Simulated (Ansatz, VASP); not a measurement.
# Two plane-wave programs on Ca

File INCAR:

```
SYSTEM = Ca
PREC = Accurate ; ENCUT = 600
EDIFF = 1E-6 ; ISMEAR = -1
SIGMA = 0.08 ; LREAL = .FALSE.
LASPH = .TRUE. ; NELM = 80
ALGO = Normal ; ISIF = 3
LWAVE = .FALSE. ; LCHARG = .FALSE.
GGA = CA ; IBRION = 2
NSW = 60 ; EDIFFG = -0.005
```

The input KPOINTS:

```
Automatic mesh
0
G
  12 12 12
  0 0 0
```

File POSCAR:

```
Ca
1.0
    0.0000000000      2.6714644531      2.6714644531
    2.6714644531      0.0000000000      2.6714644531
    2.6714644531      2.6714644531      0.0000000000
Ca
1
Direct
    0.0000000000      0.0000000000      0.0000000000
```

Input for Ansatz:

```yaml
crystal:
  lattice:
    - [0.0, 2.6714644531, 2.6714644531]
    - [2.6714644531, 0.0, 2.6714644531]
    - [2.6714644531, 2.6714644531, 0.0]
  atoms:
    - { symbol: Ca, position: [0.0, 0.0, 0.0] }
kpoints:
  mp_grid: { grid: [12, 12, 12] }
scf:
  occupations: { method: fermi_dirac, width: 0.08 }
hamiltonian:
  xc: lda
  pseudopotentials: { kind: paw }
output:
  forces: true
  stress: true
relax:
  f_tol: 0.005
  max_steps: 40
  cell: {}
```

Alike in both runs: task relaxation of cell and atoms; functional LDA; k mesh 12 × 12 × 12; occupations fermi-dirac, width 0.08 eV; no spin polarisation.

```csv
,VASP,Ansatz
version,VASP 6.6.1,Ansatz 0.2.0
potentials or method,"VASP PAW LDA potentials, release 64 (Ca_sv)","PAW with Ansatz's default frozen-core files, scalar-relativistic"
plane-wave cutoff (eV),600,420
valence electrons in the cell,10,10
```

```tsv
	VASP	Ansatz	Ansatz less VASP
relaxed volume (Å³/atom)	38.10	38.13	+0.034
relaxed cell length with the largest relative difference (Å)	3.777	3.778	+0.0011
```

LDA's correlation is that of Perdew and Zunger in VASP and of Perdew and Wang (1992) in Ansatz.
